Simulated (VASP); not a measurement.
Crystal: Ba.

```
Ba
1.0
     3.91772    0.00000    0.00000
     0.00000    3.91772    0.00000
     0.00000    0.00000    3.91772
Ba
1
Direct
  0.00000 0.00000 0.00000
```

```yaml
Program: VASP 6.6.1
Task: relaxation of cell and atoms
Functional: PBEsol
Dispersion: D3(BJ)
Potentials_or_basis: VASP PAW PBE potentials, release 64 (Ba_sv)
Cutoff: 600 eV
k_mesh: 7 × 7 × 7
Occupations: fermi-dirac, width 0.05 eV
Spin: no spin polarisation
```

At the start: pressure -1.1 GPa; volume 60.13 Å³/atom.

How do energy, volume and symmetry change on relaxing?

Over 7 steps the energy falls by 32.2 meV/atom and the volume is 50.51 Å³/atom (-16.0 %); space group Pm-3m (No. 221, to 0.05 Å).

Step by step:
```
step  energy change (eV)  largest force (eV/Å)  pressure (GPa)  volume (Å³)
   1              0.0000                0.0000           -1.10        60.13
   2             -0.0199                0.0000           -0.69        56.61
   3             -0.0310                0.0000           -0.21        52.60
   4             -0.0322                0.0000           -0.12        51.07
   5             -0.0296                0.0000            0.37        48.11
   6             -0.0322                0.0000            0.04        50.31
   7             -0.0322                0.0000            0.02        50.51
```

Final structure:
```
Ba
1.0
     3.69660    0.00000    0.00000
     0.00000    3.69660    0.00000
     0.00000    0.00000    3.69660
Ba
1
Direct
  0.00000 0.00000 0.00000
```

Caveat: the volume moved by over 15 % at a fixed basis, so the end points are rough; the PAW data sets were made with another functional, which shifts forces and pressure a little; pairwise dispersion overbinds metals, which lowers pressure and volume.
